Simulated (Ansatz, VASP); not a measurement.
## As in VASP and in Ansatz

INCAR

```
SYSTEM = As
PREC     = Accurate       ! precision mode
ENCUT    = 600            ! plane-wave cutoff, eV
EDIFF    = 1E-6           ! SCF threshold, eV
ISMEAR   = -1             ! smearing method
SIGMA    = 0.05           ! smearing width, eV
LREAL    = .False.        ! projectors in reciprocal space
LASPH    = .True.         ! aspherical terms in the spheres
NELM     = 120            ! most SCF steps
ALGO     = Normal         ! electronic algorithm
ISIF     = 2              ! what is computed and relaxed
LWAVE    = .False.        ! write WAVECAR
LCHARG   = .False.        ! write CHGCAR
GGA      = PE             ! functional
NBANDS   = 22             ! bands
GGA_COMPAT= .False.
```

Contents of KPOINTS:

```
Automatic mesh
0
Gamma
  9 9 9
  0 0 0
```

Contents of POSCAR:

```
As
1.0
    1.9055470646      1.1001681106      3.5603049553
   -1.9055470646      1.1001681106      3.5603049553
    0.0000000000     -2.2003362214      3.5603049553
As
2
Direct
    0.2260000000      0.2260000000      0.2260000000
    0.7740000000      0.7740000000      0.7740000000
```

Contents of input.yaml:

```yaml
crystal:
  lattice:
    - [1.9055470646, 1.1001681106, 3.5603049553]
    - [-1.9055470646, 1.1001681106, 3.5603049553]
    - [0.0, -2.2003362214, 3.5603049553]
  atoms:
    - { symbol: As, position: [0.226, 0.226, 0.226] }
    - { symbol: As, position: [0.774, 0.774, 0.774] }
hamiltonian:
  xc: pbe
  pseudopotentials: { kind: paw }
kpoints:
  mp_grid: { grid: [9, 9, 9] }
scf:
  occupations: { method: fermi_dirac, width: 0.05 }
output:
  forces: true
  stress: true
  eigenvalues: true
  write_density: true
  write_potential: true
  elf: true
  volumetric_format: npy
```

Alike in both runs: task single point; functional PBE; k mesh 9 × 9 × 9; occupations fermi-dirac, width 0.05 eV; no spin polarisation.

|  | VASP | Ansatz |
| --- | --- | --- |
| version | VASP 6.6.1 | Ansatz 0.2.0 |
| potentials or method | VASP PAW PBE potentials, release 64 (As_d) | Ansatz PAW |
| plane-wave cutoff (eV) | 600 | 420 |
| valence electrons in the cell | 30 | 30 |

Ansatz gave:

- gap on the k mesh at the Fermi level (eV): none
- pressure (GPa): 0.7
- traceless stress, the component that is largest in VASP (GPa): 0.30
- rms of the force components (eV/Å): 0.098

Task: Estimate VASP's values.

Result: gap on the k mesh at the Fermi level (eV): none; pressure (GPa): 0.8; traceless stress, the component that is largest in VASP (GPa): 0.27; rms of the force components (eV/Å): 0.107.

Atom by atom the forces differ by 0.009 eV/Å (rms over components). A gap of «none» marks a metal or a gap that the smearing closes. With one functional, cell and mesh, what is left measures potentials, basis and numerics.
